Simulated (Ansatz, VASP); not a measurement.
Two plane-wave programs on Ta5Si

The input INCAR:

```
PREC = Accurate
ENCUT = 600
EDIFF = 1E-6
ISMEAR = 0
SIGMA = 0.1
LREAL = False
LASPH = True
NELM = 60
ALGO = Fast
ISIF = 3
LWAVE = False
LCHARG = False
GGA = PE
IBRION = 2
NSW = 100
EDIFFG = -0.01
```

Contents of KPOINTS:

```
regular mesh
0
Gamma
  8 8 8
```

The input POSCAR:

```
Ta5Si
1.0
   -3.2025281571      3.2025281571      2.6176135630
    3.2025281571     -3.2025281571      2.6176135630
    3.2025281571      3.2025281571     -2.6176135630
Ta Si
5 1
Direct
    0.5000000000      0.5000000000      0.0000000000
    0.9099067788      0.4099067788      0.8198135575
    0.4099067788      0.5900932212      0.5000000000
    0.5900932212      0.0900932212      0.1801864425
    0.0900932212      0.9099067788      0.5000000000
    0.0000000000      0.0000000000      0.0000000000
```

Input for Ansatz:

```yaml
crystal:
  lattice:
    - [-3.2025281571, 3.2025281571, 2.617613563]
    - [3.2025281571, -3.2025281571, 2.617613563]
    - [3.2025281571, 3.2025281571, -2.617613563]
  atoms:
    - { symbol: Ta, position: [0.5, 0.5, 0.0] }
    - { symbol: Ta, position: [0.9099067788, 0.4099067788, 0.8198135575] }
    - { symbol: Ta, position: [0.4099067788, 0.5900932212, 0.5] }
    - { symbol: Ta, position: [0.5900932212, 0.0900932212, 0.1801864425] }
    - { symbol: Ta, position: [0.0900932212, 0.9099067788, 0.5] }
    - { symbol: Si, position: [0.0, 0.0, 0.0] }
basis:
  ecutwfc: 420
kpoints:
  mp_grid: { grid: [8, 8, 8] }
hamiltonian:
  xc: pbe
scf:
  occupations: { method: gaussian, width: 0.1 }
output:
  forces: true
  stress: true
  eigenvalues: true
relax:
  adjacent_minimum: "off"
  f_tol: 0.01
  max_steps: 80
  cell: { stress_tol: 0.05 }
```

Change from the starting cell: built by hand: Ta-substituted CuAl2 type, alternating Si/Ta chains (I422, No. 97).

Alike in both runs: task relaxation of cell and atoms; functional PBE; k mesh 8 × 8 × 8; occupations gaussian, width 0.1 eV; no spin polarisation.

```csv
,VASP,Ansatz
version,VASP 6.6.1,Ansatz 0.2.0
potentials or method,"VASP PAW PBE potentials, release 64 (Ta_pv, Si), cutoff 600 eV","scalar-relativistic, plane waves, PAW"
valence electrons in the cell,59,69
```

```csv
,VASP,Ansatz,Ansatz less VASP
"gap on the k mesh at the Fermi level, each at its own relaxed structure (eV)",none,none,-
relaxed volume (Å³/atom),17.86,17.84,-0.019
relaxed cell length with the largest relative difference (Å),5.223,5.221,-0.0020
```

A gap of «none» marks a metal or a gap that the smearing closes. VASP's potentials hold 59 valence electrons a cell and Ansatz's 69, so a difference there can come from the potentials and not from the codes.

Spin-orbit coupling is off throughout.
